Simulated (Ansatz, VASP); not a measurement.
**One calculation of BaO, two programs**

```
Ba O
1.0
     0.00000    2.69500    2.75000
     2.69500    0.00000    2.75000
     2.69500    2.69500    0.00000
Ba O
1 1
Direct
  0.00000 0.00000 0.00000
  0.50000 0.50000 0.50000
```

Change from the starting cell: equal xx and yy strain of -2 %, crystal datasets.

Alike in both runs: task electric field gradients; functional PBE; k mesh 8 × 8 × 8; occupations fermi-dirac, width 0.02 eV; no spin polarisation.

|  | VASP | Ansatz |
| --- | --- | --- |
| version | VASP 6.6.1 | Ansatz 0.2.0 |
| potentials or method | VASP PAW PBE potentials, release 64 (Ba_sv, O), cutoff 520 eV | all-electron PAW with datasets made for the crystal, scalar-relativistic |

```tsv
	VASP	Ansatz	Ansatz less VASP
gap on the k mesh at the Fermi level (eV)	1.67	1.75	+0.079
pressure (GPa)	8.9	6.7	-2.20
traceless stress, the component that is largest in VASP (GPa)	-1.88	-1.50	+0.383
size of Vzz on the site where it differs most (V/Å²)	34.8	31.8	-3.03
```

Ansatz ran all-electron here, and VASP with PAW potentials.

Spin-orbit coupling is off throughout.
